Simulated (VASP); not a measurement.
Crystal: CdO.

```
Cd O
1.0
     0.00000    2.35300    2.35300
     2.35300    0.00000    2.35300
     2.35300    2.35300    0.00000
Cd O
1 1
Cartesian
  0.0000 0.0000 0.0000
  2.3530 2.3530 2.3530
```

Base run:

| Quantity | Value |
| --- | --- |
| Program | VASP 6.6.1 |
| Functional | r2SCAN |
| Potentials or basis | VASP PAW PBE potentials, release 64 (Cd_sv_GW, O) |
| Cutoff | 770 eV |
| k mesh | 6 × 6 × 6 |
| Occupations | fermi-dirac, width 0.02 eV |
| Spin | no spin polarisation |

Its results: band gap on the k mesh 0.10 eV (least direct gap 1.46 eV); pressure -0.4 GPa.

The run is repeated on the same cell with these changes: k mesh from 6 × 6 × 6 to 3 × 3 × 3. What comes out?

Band gap on the k mesh 0.36 eV (least direct gap 1.38 eV); pressure -0.2 GPa.

Caveats: some runs use coarse meshes; semilocal functionals underestimate gaps, and a narrow one can read as zero; the PAW data sets were made with another functional, which shifts forces and pressure a little; an odd mesh through Γ misses points on the zone boundary, where band edges can lie (at least some runs).
